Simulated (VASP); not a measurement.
A run of VASP 6.6.1 is set up as follows.

INCAR

```
PREC = Accurate
ENCUT = 520
EDIFF = 1E-6
ISMEAR = 0
SIGMA = 0.15
LREAL = False
LASPH = True
NELM = 100
ALGO = Fast
ISIF = 2
LWAVE = False
LCHARG = False
GGA = PE
NBANDS = 12
```

KPOINTS

```
Automatic mesh
0
Gamma
  20 20 20
```

Contents of POSCAR:

```
Ti
1.0
   -1.6276186075      1.6276186075      1.8717613986
    1.6276186075     -1.6276186075      1.8717613986
    1.6276186075      1.6276186075     -1.8717613986
Ti
1
Direct
    0.0000000000      0.0000000000      0.0000000000
```

Potentials or basis: VASP PAW PBE potentials, release 64 (Ti_sv).

Run with:

```sh
$ cat potpaw_PBE.64/Ti_sv/POTCAR > POTCAR
$ mpirun -np 1 vasp_std > vasp.out
```

Predict the pressure.

-12.1 GPa.

Estimate the band gap on the k mesh.

zero (bands 6 and 7 overlap by 1.35 eV).

Stress tensor (GPa, compression positive):
```
-13.07   0.00   0.00
  0.00 -13.07   0.00
  0.00   0.00 -10.09
```

Caveat: the cell differs from its parent crystal (engineering shear strain xy +0.0000, normal strain along z +0.1500); the cell stands under tension.
